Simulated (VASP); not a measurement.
# C (I4_1/amd) in VASP: a series of runs, part 2 of 2

VASP 6.6.1. The steps go on from the part before.

## 3. Single point, PBE, collinear spin

This run uses another cell than the first one, of 6.99 Å³/atom.

Input file INCAR:

```
SYSTEM = C
  PREC = Accurate
  ENCUT = 520
  EDIFF = 1E-7
  ISMEAR = 0
  SIGMA = 0.1
  LREAL = .False.
  LASPH = .True.
  NELM = 150
  ALGO = Normal
  ISIF = 2
  LWAVE = .False.
  LCHARG = .False.
  ISPIN = 2
  MAGMOM = 1 1 1 1
  LORBIT = 11
  GGA = PE
  NBANDS = 20
```

Input file KPOINTS:

```
Automatic mesh
0
Gamma
  10 10 10
  0 0 0
```

Input file POSCAR:

```
C
1.0
   -1.2637042900      1.2637042900      4.3775999300
    1.2637042900     -1.2637042900      4.3775999300
    1.2637042900      1.2637042900     -4.3775999300
C
4
Direct
    0.0833333400      0.0833333400      0.0000000000
    0.8333333400      0.3333333400      0.5000000000
    0.9166666600      0.9166666600      0.0000000000
    0.6666666600      0.1666666600      0.5000000000
```

Potentials or basis: VASP PAW PBE potentials, release 64 (C).

On the command line:

```
$ cat potpaw_PBE.64/C/POTCAR > POTCAR
$ mpirun -np 1 vasp_std > vasp.out
```

OUTCAR:

```text
SYSTEM = C
   PREC = Accurate
   ENCUT = 520
   EDIFF = 1E-7
   ISMEAR = 0
   LREAL = .False.
   LASPH = .True.
   NELM = 150
   ISIF = 2
   ISPIN = 2
   LORBIT = 11
   GGA = PE

 ion  position               nearest neighbor table
   1  0.083  0.083  0.000-   4 1.46   4 1.46   3 1.46
   2  0.833  0.333  0.500-   3 1.46   3 1.46   4 1.46
   3  0.917  0.917  0.000-   2 1.46   2 1.46   1 1.46
   4  0.667  0.167  0.500-   1 1.46   1 1.46   2 1.46

  LATTYP: Found a body centered tetragonal cell.
 ALAT       =     2.5274085800
[... 1337 lines left out ...]
  volume of cell :       27.96
      direct lattice vectors                 reciprocal lattice vectors
    -1.263704290  1.263704290  4.377599930     0.000000000  0.395662185  0.114217838
     1.263704290 -1.263704290  4.377599930     0.395662185  0.000000000  0.114217838
     1.263704290  1.263704290 -4.377599930     0.395662185  0.395662185  0.000000000

 POSITION                                       TOTAL-FORCE (eV/Angst)
 -----------------------------------------------------------------------------------
      0.00000      0.00000      0.72960        -0.000000      0.000000      2.018737
     -0.00000      1.26370      2.91840         0.000000     -0.000000      2.018737
      0.00000      0.00000      8.02560        -0.000000      0.000000     -2.018737
      0.00000      1.26370      1.45920         0.000000     -0.000000     -2.018737
 -----------------------------------------------------------------------------------
    total drift:                               -0.000000     -0.000000     -0.000000

  FREE ENERGIE OF THE ION-ELECTRON SYSTEM (eV)
  ---------------------------------------------------
  free  energy   TOTEN  =       -34.4359531140 eV

  energy  without entropy=      -34.4318799365  energy(sigma->0) =      -34.43391653

 total charge

# of ion       s       p       d       tot
------------------------------------------
    1        0.854   1.716   0.000   2.570
    2        0.854   1.716   0.000   2.570
    3        0.854   1.716   0.000   2.570
    4        0.854   1.716   0.000   2.570
--------------------------------------------------
tot          3.417   6.862   0.000  10.279

 magnetization (x)

# of ion       s       p       d       tot
------------------------------------------
    1       -0.000  -0.000   0.000  -0.000
    2       -0.000  -0.000   0.000  -0.000
    3       -0.000  -0.000   0.000  -0.000
    4       -0.000  -0.000   0.000  -0.000
--------------------------------------------------
tot         -0.000  -0.000   0.000  -0.000
```

OSZICAR:

```text
N       E                     dE             d eps       ncg     rms          rms(c)
DAV:   1     0.187230909617E+02    0.18723E+02   -0.79927E+03  8160   0.753E+02
DAV:   2    -0.330754252909E+02   -0.51799E+02   -0.48714E+02 10772   0.162E+02
DAV:   3    -0.345829451599E+02   -0.15075E+01   -0.14886E+01 10052   0.220E+01
DAV:   4    -0.345885793629E+02   -0.56342E-02   -0.56332E-02  9724   0.166E+00
DAV:   5    -0.345885969866E+02   -0.17624E-04   -0.17623E-04  9852   0.911E-02    0.116E+01
DAV:   6    -0.347297226630E+02   -0.14113E+00   -0.90143E-01  9296   0.562E+00    0.504E+00
DAV:   7    -0.344318916331E+02    0.29783E+00   -0.54862E-01  9432   0.467E+00    0.261E+00
DAV:   8    -0.344315673592E+02    0.32427E-03   -0.13473E-01  9600   0.244E+00    0.111E+00
DAV:   9    -0.344352605966E+02   -0.36932E-02   -0.76498E-03  9224   0.652E-01    0.519E-01
DAV:  10    -0.344356516085E+02   -0.39101E-03   -0.64325E-04  9112   0.179E-01    0.143E-01
DAV:  11    -0.344358785965E+02   -0.22699E-03   -0.38997E-04  9180   0.147E-01    0.358E-02
DAV:  12    -0.344359342093E+02   -0.55613E-04   -0.48228E-05  9212   0.564E-02    0.190E-02
DAV:  13    -0.344359501263E+02   -0.15917E-04   -0.17026E-05  8808   0.270E-02    0.690E-03
DAV:  14    -0.344359530290E+02   -0.29028E-05   -0.18128E-06  9784   0.971E-03    0.234E-03
DAV:  15    -0.344359531140E+02   -0.84928E-07   -0.11490E-07  8576   0.232E-03
   1 F= -.34435953E+02 E0= -.34433917E+02  d E =-.407318E-02  mag=     0.0001
```

stdout:

```text
POSCAR found type information on POSCAR C
 POSCAR found :  1 types and       4 ions
 scaLAPACK will be used
 LDA part: xc-table for (Slater+PW92), standard interpolation
 POSCAR, INCAR and KPOINTS ok, starting setup
 FFT: planning ... GRIDC
 FFT: planning ... GRID_SOFT
 FFT: planning ... GRID
 WAVECAR not read
 entering main loop
```

Wall time 89 s (1 thread of Intel Xeon 6975P-C (Granite Rapids), shared host); peak memory 0.27 GiB.

Results:

* Free energy: -34.4360 eV
* Pressure: -2.5 GPa
* Largest force: 2.019 eV/Å
* Band gap on the k mesh: zero (filled and empty bands overlap)
* Net moment: 0.00 μB per cell
* Valence electrons inside the program's atomic spheres: C 2.57

Forces in eV/Å, atoms in the order of the input:
```
C    0.000  0.000  2.019
C    0.000  0.000  2.019
C    0.000  0.000 -2.019
C    0.000  0.000 -2.019
```

Stress tensor (GPa, compression positive):
```
-0.17  0.00  0.00
 0.00 -0.17  0.00
 0.00  0.00 -7.29
```

Levels at points of the mesh, in eV from the Fermi level:
Spin up:
```
           k point  band 6  band 7  band 8  band 9  band 10  band 11
(0.00, 0.00, 0.00)   -3.44   -1.81   -1.81    5.51     7.12     8.44
(0.50, 0.00, 0.00)   -6.02   -4.94    2.09    2.57     3.29     7.73
(0.50, 0.50, 0.00)   -7.84   -2.78   -2.78   -2.57    -2.57     9.91
(0.50, 0.50, 0.50)   -5.81   -0.54   -0.54    5.65     5.65     6.18
```
Spin down:
```tsv
k point	band 5	band 6	band 7	band 8	band 9	band 10	band 11	band 12
(0.00, 0.00, 0.00)	-5.44	-3.44	-1.81	-1.81	5.51	7.12	8.44	8.44
(0.50, 0.00, 0.00)	-6.86	-6.02	-4.94	2.09	2.57	3.29	7.73	9.29
(0.50, 0.50, 0.00)	-7.84	-7.84	-2.78	-2.78	-2.57	-2.57	9.91	9.91
(0.50, 0.50, 0.50)	-5.81	-5.81	-0.54	-0.54	5.65	5.65	6.18	6.18
```

Caveat: the stress differs along the axes, from -7 to -0 GPa; this functional lacks dispersion, which binds layers or chains, so the pressure and a relaxed spacing across them are unreliable; forces of over 1 eV/Å act on the atoms, so gaps and moduli don't describe the material at rest.

## 4. Relaxation of cell and atoms, PBE

Input file INCAR:

```
SYSTEM = C
ALGO = Fast
EDIFF = 1E-6
EDIFFG = -0.01
ENCUT = 600
GGA = PE
IBRION = 2
ISIF = 3
ISMEAR = 0
LASPH = .True.
LCHARG = .False.
LREAL = .False.
LWAVE = .False.
NELM = 100
NSW = 100
PREC = Accurate
SIGMA = 0.1
```

Input file KPOINTS:

```
k-points
0
Gamma
  26 26 26
  0 0 0
```

Input file POSCAR:

```
C
1.0
   -1.2691872893      1.2691872893      4.3274856642
    1.2691872893     -1.2691872893      4.3274856642
    1.2691872893      1.2691872893     -4.3274856642
C
4
Direct
    0.0861737762      0.0861737762      0.0000000000
    0.8361737762      0.3361737762      0.5000000000
    0.9138262238      0.9138262238      0.0000000000
    0.6638262238      0.1638262238      0.5000000000
```

On the command line:

```
$ cat potpaw_PBE.64/C/POTCAR > POTCAR
$ mpirun -np 1 vasp_std > vasp.out
```

Wall time 40 min (1 thread of Oxide Virtual Turin-like, shared host); peak memory 0.55 GiB.

The run converged. Its results:

```yaml
Free_energy: -34.5498 eV
Energy_gained_by_relaxing: 0.0 meV/atom
Ionic_steps: 3
Pressure_after_relaxing: 0.0 GPa
Band_gap_on_the_k_mesh: zero (bands 8 and 9 overlap by 5.08 eV)
```

Forces in eV/Å, atoms in the order of the input:
```
C    0.000  0.000  0.002
C    0.000  0.000  0.002
C    0.000  0.000 -0.002
C    0.000  0.000 -0.002
```

Stress tensor (GPa, compression positive):
```
 0.04  0.00  0.00
 0.00  0.04  0.00
 0.00  0.00 -0.05
```

Final structure:
```yaml
crystal:
  lattice:
    - [-1.26924, 1.26924, 4.32702]
    - [1.26924, -1.26924, 4.32702]
    - [1.26924, 1.26924, -4.32702]
  atoms:
    - { symbol: C, position: [0.08615, 0.08615, 0.00000] }
    - { symbol: C, position: [0.83615, 0.33615, 0.50000] }
    - { symbol: C, position: [0.91385, 0.91385, 0.00000] }
    - { symbol: C, position: [0.66385, 0.16385, 0.50000] }
```

Levels at points of the mesh, in eV from the Fermi level:
```
           k point  band 4  band 5  band 6  band 7  band 8  band 9  band 10  band 11  band 12
(0.00, 0.00, 0.00)   -5.94   -5.94   -2.62   -1.95   -1.95    4.96     6.83     8.70     8.74
(0.50, 0.00, 0.00)  -10.23   -6.87   -5.52   -5.46    2.11    3.12     3.18     7.25     9.43
(0.50, 0.50, 0.00)  -11.56   -7.57   -7.57   -2.80   -2.80   -2.53    -2.53    10.05    10.05
(0.50, 0.50, 0.50)   -7.70   -6.26   -6.26   -0.86   -0.86    5.86     5.86     6.25     6.25
```

Caveat: this functional lacks dispersion, which binds layers or chains, so the pressure and a relaxed spacing across them are unreliable.

## 5. The runs side by side

```tsv
task	spin	cell	k mesh	cutoff (eV)	gap on the mesh (eV)	pressure (GPa)	moment (μB)
single point	collinear	a = 4.685 Å, angles 148.6, 148.6, 45.1°, 4 atoms, atomic positions A	10 × 10 × 10	520	none	0.5	0.00
single point	collinear	a = 4.728 Å, angles 149.0, 149.0, 44.4°, 4 atoms, atomic positions B	10 × 10 × 10	520	none	-2.5	0.00
relaxation of cell and atoms	off	relaxed from a = 4.685 Å, angles 148.6, 148.6, 45.1°, 4 atoms, atomic positions A	26 × 26 × 26	600	none	0.0	-
```

Alike in all rows: level PBE; potentials or basis VASP PAW PBE potentials, release 64 (C); smearing gaussian 0.1 eV.

Caveats: this functional lacks dispersion, which binds layers or chains, so the pressure and a relaxed spacing across them are unreliable; the stress differs along the axes, from -7 to -0 GPa (at least some runs); forces of over 1 eV/Å act on the atoms, so gaps and moduli don't describe the material at rest (at least some runs).

Absolute energies hang on the potentials; compare differences alone.
